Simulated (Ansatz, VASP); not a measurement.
## WS3 in VASP and in Ansatz

```
W S
1.0
     0.00385    0.00287    2.95931
     9.21870    0.01555    0.00231
    -4.59614    7.96579   -0.00077
W S
2 6
Direct
  0.78940 0.33359 0.66708
  0.29014 0.66656 0.33308
  0.23768 0.16356 0.44223
  0.23554 0.55794 0.72099
  0.23632 0.27838 0.83731
  0.73642 0.83642 0.55802
  0.73814 0.44204 0.27859
  0.73636 0.72152 0.16269
```

Change from the starting cell: cell x1, atoms moved at random (sigma 0.05 Å) and cell strained at random (1.5 %), then relaxed without symmetry.

Alike in both runs: functional PBE; k mesh 4 × 3 × 3; occupations gaussian, width 0.1 eV; no spin polarisation.

Ansatz relaxed the structure, and its values are those at the end. VASP's run is a single point on that final structure, the one shown.

|  | VASP | Ansatz |
| --- | --- | --- |
| version | VASP 6.6.1 | Ansatz 0.2.0 |
| potentials or method | VASP PAW PBE potentials, release 64 (W_sv, S), cutoff 520 eV | scalar-relativistic, plane waves, PAW |
| valence electrons in the cell | 64 | 64 |

VASP gave:

| Item | Value |
| --- | --- |
| gap on the k mesh at the Fermi level (eV) | 0.99 |
| least direct gap on the mesh (eV) | 0.99 |
| pressure (GPa) | 0.0 |
| rms of the force components (eV/Å) | 0.010 |

Question: What did Ansatz give for the same quantities?

Answer: gap on the k mesh at the Fermi level (eV): 0.98; least direct gap on the mesh (eV): 0.98; pressure (GPa): 0.0; rms of the force components (eV/Å): 0.012.

The functional is the same, so the differences come from potentials, cutoffs and numerics.

The k mesh is coarse, so the values compare programs but aren't converged. Spin-orbit coupling is off throughout.
